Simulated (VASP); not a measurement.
# WSe2 (P6_3/mmc) in VASP: single point with PBE

Aim: the single point of WSe2 with PBE.

All numbers are computed with VASP 6.6.1; they aren't measurements. Logs are shortened: lines on timing, memory, paths and dates and some standing lists are left out, and cuts for length are marked.

**Experimental background.**

“Time-resolved XUV ARPES with tunable 24–33 eV laser pulses at 30 meV resolution”, 2019, pmc:6684652 reports, for a bulk crystal of WSe2: band gap 1.3 eV (indirect).

The runs below are set against these values where they give the same quantity.

## (1) The cell of the first run

It takes space group P6_3/mmc (No. 194, hexagonal). The conventional cell has a = 3.329 Å, b = 3.329 Å, c = 13.124 Å, α = 90.00°, β = 90.00°, γ = 120.00°. W (site symmetry -6m2) has 6 Se at 2.56 Å and 6 W at 3.33 Å within 3.4 Å. Within 3.4 Å of Se (site symmetry 3m) lie 3 W at 2.56 Å and 7 Se at 3.33 to 3.39 Å.

## (2) Single point, PBE

Contents of INCAR:

```
SYSTEM = WSe2
  PREC = Accurate
  ENCUT = 520
  EDIFF = 1E-6
  ISMEAR = -1
  SIGMA = 0.1
  LREAL = .False.
  LASPH = .True.
  NELM = 100
  ALGO = Normal
  ISIF = 2
  LWAVE = .False.
  LCHARG = .False.
  GGA = PE
  NBANDS = 35
```

Contents of KPOINTS:

```
regular mesh
0
Gamma
  9 9 2
  0 0 0
```

Contents of POSCAR:

```
WSe2
1.0
    1.6645210000      2.8830310000      0.0000000000
   -1.6645210000      2.8830310000      0.0000000000
    0.0000000000      0.0000000000     13.1239100000
W Se
2 4
Direct
    0.3333300000      0.3333400000      0.2500000000
    0.6666600000      0.6666700000      0.7500000000
    0.3333300000      0.3333400000      0.6210000000
    0.6666600000      0.6666700000      0.1210000000
    0.3333300000      0.3333400000      0.8790000000
    0.6666700000      0.6666700000      0.3790000000
```

Potentials or basis: VASP PAW PBE potentials, release 64 (W_sv, Se).

Started as:

```sh
$ cat potpaw_PBE.64/W_sv/POTCAR potpaw_PBE.64/Se/POTCAR > POTCAR
$ mpirun -np 1 vasp_std > vasp.out
```

OUTCAR:

```text
SYSTEM = WSe2
   PREC = Accurate
   ENCUT = 520
   EDIFF = 1E-6
   ISMEAR = -1
   LREAL = .False.
   LASPH = .True.
   NELM = 100
   ISIF = 2
   GGA = PE

 ion  position               nearest neighbor table
   1  0.333  0.333  0.250-   4 2.56   6 2.56   6 2.56   4 2.56   4 2.56   6 2.56
   2  0.667  0.667  0.750-   3 2.56   5 2.56   3 2.56   5 2.56   3 2.56   5 2.56
   3  0.333  0.333  0.621-   2 2.56   2 2.56   2 2.56
   4  0.667  0.667  0.121-   1 2.56   1 2.56   1 2.56
   5  0.333  0.333  0.879-   2 2.56   2 2.56   2 2.56
   6  0.667  0.667  0.379-   1 2.56   1 2.56   1 2.56

  LATTYP: Found a hexagonal cell.
 ALAT       =     3.3290385859
 C/A-ratio  =     3.9422522934

  Lattice vectors:

 A1 = (   1.6645210000,  -2.8830310000,   0.0000000000)
 A2 = (   1.6645210000,   2.8830310000,   0.0000000000)
 A3 = (   0.0000000000,   0.0000000000,  13.1239100000)

Analysis of symmetry for initial positions (statically):
=====================================================================
 Subroutine PRICEL returns:
 Original cell was already a primitive cell.

 Routine SETGRP: Setting up the symmetry group for a
 hexagonal supercell.

 Subroutine GETGRP returns: Found  1 space group operations
 (whereof  1 operations were pure point group operations)
 out of a pool of 24 trial point group operations.

The static configuration has the point symmetry C_1 .

Analysis of symmetry for dynamics (positions and initial velocities):
=====================================================================
 Subroutine PRICEL returns:
 Original cell was already a primitive cell.

 Routine SETGRP: Setting up the symmetry group for a
 hexagonal supercell.

 Subroutine GETGRP returns: Found  1 space group operations
 (whereof  1 operations were pure point group operations)
 out of a pool of 24 trial point group operations.

The dynamic configuration has the point symmetry C_1 .

 Subroutine INISYM returns: Found  1 space group operations
 (whereof  1 operations are pure point group operations),
 and found     1 'primitive' translations

----------------------------------------------------------------------------------------

                                     Primitive cell

  volume of cell :     125.9598

  direct lattice vectors                    reciprocal lattice vectors
     1.664521000  2.883031000  0.000000000     0.300386718  0.173428590  0.000000000
    -1.664521000  2.883031000  0.000000000    -0.300386718  0.173428590  0.000000000
     0.000000000  0.000000000 13.123910000     0.000000000  0.000000000  0.076196804

  length of vectors
     3.329038586  3.329038586 13.123910000     0.346856823  0.346856823  0.076196804

  position of ions in fractional coordinates (direct lattice)
     0.333330000  0.333340000  0.250000000
     0.666660000  0.666670000  0.750000000
     0.333330000  0.333340000  0.621000000
     0.666660000  0.666670000  0.121000000
     0.333330000  0.333340000  0.879000000
     0.666670000  0.666670000  0.379000000

  ion indices of the primitive-cell ions
   primitive index   ion index
                 1           1
                 2           2
                 3           3
                 4           4
                 5           5
                 6           6

----------------------------------------------------------------------------------------

 KPOINTS: regular mesh

Automatic generation of k-mesh.
 Grid dimensions read from file:
 generate k-points for:    9    9    2

 Generating k-lattice:

  Cartesian coordinates                     Fractional coordinates (reciprocal lattice)
     0.033376302  0.019269843  0.000000000     0.111111111 -0.000000000  0.000000000
    -0.033376302  0.019269843  0.000000000    -0.000000000  0.111111111  0.000000000
     0.000000000  0.000000000  0.038098402     0.000000000  0.000000000  0.500000000

  Length of vectors
     0.038539647  0.038539647  0.038098402

  Shift w.r.t. Gamma in fractional coordinates (k-lattice)
     0.000000000  0.000000000  0.000000000

 Subroutine IBZKPT returns following result:
 ===========================================

 Found     82 irreducible k-points:

 Following reciprocal coordinates:
            Coordinates               Weight
  0.000000  0.000000  0.000000      1.000000
  0.111111 -0.000000  0.000000      2.000000
  0.111111  0.111111  0.000000      2.000000
 -0.000000  0.111111  0.000000      2.000000
  0.222222  0.000000  0.000000      2.000000
  0.222222  0.222222  0.000000      2.000000
[... 16 lines left out ...]
  0.444444  0.111111  0.000000      2.000000
  0.333333  0.444444  0.000000      2.000000
 [... further k-points ...]
   k-points           NKPTS =     82   k-points in BZ     NKDIM =     82   number of bands    NBANDS=     35
   number of dos      NEDOS =    301   number of ions     NIONS =      6
   total plane-waves  NPLWV =  76832
   dimension x,y,z NGX =    28 NGY =   28 NGZ =   98
   dimension x,y,z NGXF=    56 NGYF=   56 NGZF=  196
   ions per type =               2   4
   NGX,Y,Z   is equivalent  to a cutoff of  13.98, 13.98, 12.41 a.u.
   NGXF,Y,Z  is equivalent  to a cutoff of  27.97, 27.97, 24.83 a.u.
 SYSTEM =  WSe2
   PREC   = accura    normal or accurate (medium, high low for compatibility)
   ISTART =      0    job   : 0-new  1-cont  2-samecut
   ICHARG =      2    charge: 1-file 2-atom 10-const
   ISPIN  =      1    spin polarized calculation?
   LNONCOLLINEAR =      F non collinear calculations
   LSORBIT =      F    spin-orbit coupling
   LASPH  =      T    aspherical Exc in radial PAW
   ENCUT  =  520.0 eV  38.22 Ry    6.18 a.u.   6.19  6.19 24.40*2*pi/ulx,y,z
   NELM   =    100;   NELMIN=  2; NELMDL= -5     # of ELM steps
   EDIFF  = 0.1E-05   stopping-criterion for ELM
   LREAL  =      F    real-space projection
   EDIFFG = 0.1E-04   stopping-criterion for IOM
   NSW    =      0    number of steps for IOM
   IBRION =     -1    ionic relax: 0-MD 1-quasi-New 2-CG
   NFREE  =      0    steps in history (QN), initial steepest desc. (CG)
   ISIF   =      2    stress and relaxation
   ISYM   =      2    0-nonsym 1-usesym 2-fastsym
   POTIM  = 0.5000    time-step for ionic-motion
   TEBEG  =    0.0;   TEEND  =   0.0 temperature during run
   PSTRESS=    0.0 pullay stress
   NELECT =      52.0000    total number of electrons
   NUPDOWN=      -1.0000    fix difference up-down
   EMIN   =  10.00;   EMAX   =-10.00  energy-range for DOS
   EFERMI =   0.00;   METHOD = LEGACY
   ISMEAR =    -1;   SIGMA  =   0.10  broadening in eV -4-tet -1-fermi 0-gaus
   EFERMI_NEDOS =   21; number of points for ismear=-14 and -15
   IALGO  =     38    algorithm
   IMIX   =      4    mixing-type and parameters
     AMIX     =   0.40;   BMIX     =  1.00
     AMIX_MAG =   1.60;   BMIX_MAG =  1.00
  volume/ion in A,a.u.               =      20.99       141.67
  Fermi-wavevector in a.u.,A,eV,Ry     =   1.218986  2.303549 20.217258  1.485927
  Thomas-Fermi vector in A             =   2.354254
   LORBIT       =      0    0 simple, 1 ext, 2 COOP (PROOUT), +10 PAW based schemes
   GGA     = PE    functional components
   LHFCALC =     F    Hartree Fock is set to
   AEXX    =    0.0000 exact exchange contribution
   IVDW    =     0    specifies the selected vdW correction
   LEPSILON=     F    determine dielectric tensor
   LRPA    =     F    only Hartree local field effects (RPA)
 non-spin polarized calculation
  energy-cutoff  :      520.00
  volume of cell :      125.96
 maximum number of plane-waves:      3432
 NGX is ok and might be reduce to    28
   NGX = 13   NGY = 13   NGZ = 49

 number of electron      51.9999997 magnetization

 Free energy of the ion-electron system (eV)
  ---------------------------------------------------
  ext. energy  EPLUGINS =         0.00000000
  ---------------------------------------------------
  free energy    TOTEN  =       -43.17060034 eV

  energy without entropy =      -43.17000557  energy(sigma->0) =      -43.17030295

 E-fermi :   6.2973     XC(G=0): -10.5834

 val. band max:        5.8503933795   @ k =   0.0000   0.0000   0.0000
 cond. band min:       6.9305258320   @ k =  -0.1111   0.2222   0.0000
 fundamental gap:      1.0801324524
 Fermi energy:         6.2973105564

 k-point     1 :       0.0000    0.0000    0.0000
  band No.  band energies     occupation
      1     -68.5166      2.00000
      2     -68.5165      2.00000
      3     -32.7249      2.00000
      4     -32.7248      2.00000
      5     -32.6261      2.00000
      6     -32.6261      2.00000
[... 27 lines left out ...]
     34       8.6616      0.00000
     35      10.1244      0.00000

 k-point     2 :       0.1111   -0.0000    0.0000
  band No.  band energies     occupation
      1     -68.5156      2.00000
      2     -68.5155      2.00000
      3     -32.7204      2.00000
      4     -32.7204      2.00000
      5     -32.6498      2.00000
      6     -32.6497      2.00000
[... 27 lines left out ...]
     34       8.7774      0.00000
     35      11.0554      0.00000

 k-point     3 :       0.1111    0.1111    0.0000
  band No.  band energies     occupation
      1     -68.5156      2.00000
      2     -68.5155      2.00000
      3     -32.7204      2.00000
      4     -32.7204      2.00000
      5     -32.6498      2.00000
      6     -32.6497      2.00000
[... 27 lines left out ...]
     34       8.7773      0.00000
     35      11.0554      0.00000
[... 723 lines left out ...]
 k-point    23 :       0.4444    0.1111    0.0000
  band No.  band energies     occupation
      1     -68.5088      2.00000
      2     -68.5087      2.00000
      3     -32.7982      2.00000
      4     -32.7981      2.00000
      5     -32.6900      2.00000
      6     -32.6900      2.00000
[... 27 lines left out ...]
     34      10.2350      0.00000
     35      10.6366      0.00000

 k-point    24 :       0.3333    0.4444    0.0000
  band No.  band energies     occupation
      1     -68.5088      2.00000
      2     -68.5087      2.00000
      3     -32.7982      2.00000
      4     -32.7981      2.00000
      5     -32.6900      2.00000
      6     -32.6900      2.00000
[... 27 lines left out ...]
     34      10.2350      0.00000
     35      10.6366      0.00000

 [... further k-points ...]

------------------------ aborting loop because EDIFF is reached ----------------------------------------

  FORCE on cell =-STRESS in cart. coord.  units (eV):
  Direction    XX          YY          ZZ          XY          YZ          ZX
  --------------------------------------------------------------------------------------
  -------------------------------------------------------------------------------------
  Total       -0.7308835     -0.7304167     -0.5413113      0.0000528     -0.0003640     -0.0002079
  in kB       -9.2966587     -9.2907217     -6.8853474      0.0006715     -0.0046300     -0.0026447
  external PRESSURE =      -8.4909092 kB  Pullay stress =       0.0000000 kB

 VOLUME and BASIS-vectors are now :
 -----------------------------------------------------------------------------
  energy-cutoff  :      520.00
  volume of cell :      125.96
      direct lattice vectors                 reciprocal lattice vectors
     1.664521000  2.883031000  0.000000000     0.300386718  0.173428590  0.000000000
    -1.664521000  2.883031000  0.000000000    -0.300386718  0.173428590  0.000000000
     0.000000000  0.000000000 13.123910000     0.000000000  0.000000000  0.076196804

 POSITION                                       TOTAL-FORCE (eV/Angst)
 -----------------------------------------------------------------------------------
     -0.00002      1.92203      3.28098         0.000141     -0.000090     -0.000005
     -0.00002      3.84403      9.84293         0.000001      0.000335      0.000003
     -0.00002      1.92203      8.14995         0.000001     -0.000165      0.346456
     -0.00002      3.84403      1.58799        -0.000006      0.000159      0.346442
     -0.00002      1.92203     11.53592        -0.000001     -0.000169     -0.346447
      0.00000      3.84406      4.97396        -0.000137     -0.000070     -0.346449
 -----------------------------------------------------------------------------------
    total drift:                                0.000001      0.000002     -0.000001

  FREE ENERGIE OF THE ION-ELECTRON SYSTEM (eV)
  ---------------------------------------------------
  free  energy   TOTEN  =       -43.1706003435 eV

  energy  without entropy=      -43.1700055653  energy(sigma->0) =      -43.17030295
```

Run time: 10 min. Hardware: 1 thread of Intel Xeon 8259CL, shared host; peak memory 0.46 GiB.

Results:

- Free energy: -43.1706 eV
- Pressure: -0.8 GPa
- Largest force: 0.346 eV/Å
- Band gap on the k mesh: 1.08 eV (least direct gap 1.45 eV)

Forces on the atoms (eV/Å):
```
W    0.000  0.000  0.000
W    0.000  0.000  0.000
Se   0.000  0.000  0.346
Se   0.000  0.000  0.346
Se   0.000  0.000 -0.346
Se   0.000  0.000 -0.346
```

Stress tensor (GPa, compression positive):
```
-0.93  0.00  0.00
 0.00 -0.93  0.00
 0.00  0.00 -0.69
```

Levels at points of the mesh, in eV from the valence-band top:
```tsv
k point	band 22	band 23	band 24	band 25	band 26	band 27	band 28	band 29	band 30	band 31
(0.00, 0.00, 0.00)	-1.44	-1.44	-1.05	-0.99	0.00	2.56	2.56	2.60	2.60	2.62
(0.00, 0.00, 0.50)	-1.46	-1.46	-1.46	-0.20	-0.20	2.56	2.56	2.56	2.56	2.74
```

Caveat: spin-orbit coupling is left out, which moves the levels of the heavy elements; this functional lacks dispersion, which binds layers or chains, so the pressure and a relaxed spacing across them are unreliable.

## (3) Against experiment

Step 2. A measured gap of WSe2 is 1.3 eV (indirect; “Time-resolved XUV ARPES with tunable 24–33 eV laser pulses at 30 meV resolution”, 2019, pmc:6684652); the calculated 1.08 eV misses it by -0.22 eV. Spin-orbit coupling on Se, W is left out. The value is that of PBE on a finite k mesh, which can miss the band edges, without temperature or zero-point motion. Semilocal functionals fall short of measured gaps as a rule.
